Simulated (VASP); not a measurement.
Runs of VASP 6.6.1 on NdS5. The structure is that of space group F-43m (No. 216), or close to it. The cells are those of the table. 

```csv
task,cell,k mesh,cutoff (eV),gap on the mesh (eV),pressure (GPa),largest force (eV/Å)
single point,"a = 5.386 Å, angles 60.0°, 6 atoms",4 × 4 × 4,520,none,-4.1,0.27
single point,"a = 5.794 Å, angles 60.0°, 6 atoms",4 × 4 × 4,520,none,(b),0.13
relaxation of cell and atoms,"relaxed from a = 5.794 Å, angles 60.0°, 6 atoms",4 × 4 × 4,600,none,0.2,0.02
single point,"a = 5.377 Å, angles 60.0°, 6 atoms",8 × 8 × 8,520,none,(a),0.28
```

Alike in all rows: level PBE; potentials or basis VASP PAW PBE potentials, release 64 (Nd, S); no spin polarisation; smearing gaussian 0.1 eV.

Task: Estimate the missing entries.

Result: (a) -4.3; (b) -12.3.

Caveats: spin-orbit coupling is left out, which moves the levels of the heavy elements; the run has no spin polarisation, though such a crystal can be magnetic; without U or exact exchange the open f shell lies at the Fermi level, which spoils levels, moments and volumes; the electronic state changed during the relaxation (some runs).

A k mesh can miss the band edges, and the runs leave out spin-orbit coupling on Nd.

A gap of «none» marks levels without a gap at the run's occupations.
